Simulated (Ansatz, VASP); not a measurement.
## C in VASP and in Ansatz

```
C
1.0
     0.00000    1.78014    1.78014
     1.78014    0.00000    1.78014
     1.78014    1.78014    0.00000
C
2
Cartesian
  1.7801 1.7801 1.7801
  2.6702 2.6702 2.6702
```

Alike in both runs: functional r2SCAN; k mesh 12 × 12 × 12; occupations gaussian, width 0.02 eV; no spin polarisation.

Ansatz relaxed the structure, and its values are those at the end. VASP's run is a single point on that final structure, the one shown.

|  | VASP | Ansatz |
| --- | --- | --- |
| version | VASP 6.6.1 | Ansatz 0.2.0 |
| potentials or method | VASP PAW PBE potentials, release 64 (C_h), cutoff 910 eV | scalar-relativistic, plane waves, PAW |
| valence electrons in the cell | 8 | 8 |

```tsv
	VASP	Ansatz	Ansatz less VASP
gap on the k mesh at the Fermi level (eV)	4.39	4.39	-0.002
least direct gap on the mesh (eV)	5.89	5.90	+0.001
```

VASP's potentials were made for PBE, not for r2SCAN. With one functional, cell and mesh, what is left measures potentials, basis and numerics.

Noted on VASP's run: the cutoff is short for stress, so the pressure is rough.
